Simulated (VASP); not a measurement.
Runs of VASP 6.6.1 on Cu. It takes space group Fm-3m (No. 225, cubic). Conventional cell: a = 3.615 Å, b = 3.615 Å, c = 3.615 Å, α = 90.00°, β = 90.00°, γ = 90.00°. Cu (site symmetry m-3m) has 12 Cu at 2.56 Å within 3.4 Å. 

```csv
k mesh,gap on the mesh (eV),pressure (GPa)
8 × 8 × 8,none,(a)
11 × 11 × 11,none,(b)
4 × 4 × 4,none,-9.8
7 × 7 × 7,none,-11.7
13 × 13 × 13,none,-11.3
```

Alike in all rows: task single point; level LDA; potentials or basis VASP PAW LDA potentials, release 64 (Cu); no spin polarisation; cell as given; cutoff (eV) 520; smearing fermi-dirac 0.3 eV.

**Question.** Fill in the values left out.

**Answer.** (a) -11.0; (b) -11.4.

Caveats: some runs use coarse meshes.

A gap of «none» marks levels without a gap at the run's occupations.
